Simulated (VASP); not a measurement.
Here is a VASP 6.6.1 calculation.

The input INCAR:

```
ALGO     = Normal         # electronic algorithm
EDIFF    = 1E-6           # SCF threshold, eV
EDIFFG   = -0.005         # ionic threshold
ENCUT    = 600            # plane-wave cutoff, eV
GGA      = PE             # functional
IBRION   = 2              # ionic algorithm
ISIF     = 3              # what is computed and relaxed
ISMEAR   = 0              # smearing method
IVDW     = 12             # dispersion correction
LASPH    = T              # aspherical terms in the spheres
LCHARG   = F              # write CHGCAR
LREAL    = F              # projectors in reciprocal space
LWAVE    = F              # write WAVECAR
NELM     = 100            # most SCF steps
NSW      = 100            # ionic steps
PREC     = Accurate       # precision mode
SIGMA    = 0.1            # smearing width, eV
```

The input KPOINTS:

```
k-points
0
Gamma
  18 18 14
```

Contents of POSCAR:

```
WC
1.0
    2.9005014360      0.0000000000      0.0000000000
   -1.4502507180      2.5119079273      0.0000000000
    0.0000000000      0.0000000000      2.8290000000
W C
1 1
Direct
    0.0000000000      0.0000000000      0.0000000000
    0.6666666667      0.3333333333      0.5000000000
```

Potentials or basis: VASP PAW PBE potentials, release 64 (W_sv, C).

Launch:

```console
$ cat potpaw_PBE.64/W_sv/POTCAR potpaw_PBE.64/C/POTCAR > POTCAR
$ mpirun -np 1 vasp_std > vasp.out
```

**Question.** What does it give for the band gap on the k mesh?

**Answer.** Zero (bands 9 and 10 overlap by 1.21 eV).

**Question.** What does it give for the space group after relaxing (to 0.1 Å)?

**Answer.** P-6m2 (No. 187).

**Question.** Estimate the dispersion energy per atom.

**Answer.** -0.463 eV.

**Question.** What does it give for the relaxed volume?

**Answer.** 10.36 Å³/atom.

Final structure:
```
W C
1.0
     2.90454    0.00000    0.00000
    -1.45227    2.51540    0.00000
     0.00000    0.00000    2.83534
W C
1 1
Direct
  0.00000 0.00000 0.00000
  0.66667 0.33333 0.50000
```

Caveat: spin-orbit coupling is left out, which moves the levels of the heavy elements. Zero-point motion and thermal expansion aren't in these numbers.
